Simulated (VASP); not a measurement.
The system is Ti2W.

```
Ti W
1.0
     0.00000    2.24221    6.89218
     1.61422    0.00000    6.89218
     1.61422    2.24221    0.00000
Ti W
2 1
Cartesian
  1.6142 2.2422 9.1231
  1.6142 2.2422 4.6613
  0.0000 0.0000 0.0000
```

- Program: VASP 6.6.1
- Task: relaxation of cell and atoms
- Functional: PBE
- Potentials or basis: VASP PAW PBE potentials, release 64 (Ti_sv, W_sv)
- Cutoff: 500 eV
- k mesh: 18 × 18 × 18
- Occupations: gaussian, width 0.1 eV
- Spin: no spin polarisation

At the start: pressure -0.3 GPa; volume 16.63 Å³/atom.

Question: How do energy, volume and symmetry change on relaxing?

Answer: Over 11 steps the energy falls by 5.4 meV/atom and the volume is 16.65 Å³/atom (+0.1 %); space group Fmmm (No. 69, to 0.1 Å) before and after.

The path:
```csv
step,energy change (eV),largest force (eV/Å),pressure (GPa),volume (Å³)
1,0.0000,0.0882,-0.27,49.89
2,-0.0099,0.0689,0.46,49.69
3,-0.0133,0.0427,1.33,49.46
4,-0.0115,0.0983,-1.68,50.41
5,-0.0152,0.0664,0.05,49.85
6,-0.0158,0.0436,-0.01,49.90
7,-0.0161,0.0134,-0.08,49.96
8,-0.0161,0.0148,-0.08,49.96
9,-0.0161,0.0008,0.19,49.89
10,-0.0161,0.0062,0.09,49.92
11,-0.0162,0.0005,0.04,49.94
```

Final structure:
```
Ti W
1.0
     0.00000    2.30091    6.83054
     1.58878    0.00000    6.83054
     1.58878    2.30091    0.00000
Ti W
2 1
Direct
  0.66034 0.66034 0.33965
  0.33966 0.33966 0.66034
  0.00000 0.00000 0.00000
```
